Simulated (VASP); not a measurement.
**FePt: vibrations by perturbation theory with PBEsol**

The system is FePt.

```
CELL_PARAMETERS angstrom
2.72350 0.00000 0.00000
0.00000 2.72350 0.00000
0.00000 0.00000 3.72000
ATOMIC_POSITIONS crystal
Pt 0.50000 0.50000 0.50000
Fe 0.00000 0.00000 0.00000
```

```
Program                : VASP 6.6.1
Task                   : vibrations by perturbation theory
Functional             : PBEsol
Potentials or basis    : VASP PAW PBE potentials, release 64 (Pt, Fe)
Cutoff                 : 520 eV
k mesh                 : 8 × 8 × 6
Occupations            : fermi-dirac, width 0.05 eV
Spin                   : collinear spin, ferromagnetic start
Starting moments       : [0.0, 3.0] μB
Dipole correction      : no
Further INCAR settings : ALGO = Fast; EDIFF = 1e-08; NBANDS = 20; IBRION = 8; NSW = 1
```

```
Net moment                                            : 3.34 μB per cell
Site moments                                          : Pt +0.36; Fe +2.94 μB
Valence electrons inside the program's atomic spheres : Pt 9.42; Fe 6.99
Highest phonon frequency at Γ                         : 226 cm⁻¹
```

Phonon frequencies in cm⁻¹ (negative: imaginary):
| q point | frequencies |
| --- | --- |
| (0.000, 0.000, 0.000) | 0 0 0 163 163 226 |

Run time: 3.9 min on 1 thread of Intel(R) Xeon(R) 6975P-C (Granite Rapids), on a shared host, peak memory 0.42 GiB.

Caveat: the cell stands under pressure or tension, which shifts response properties.
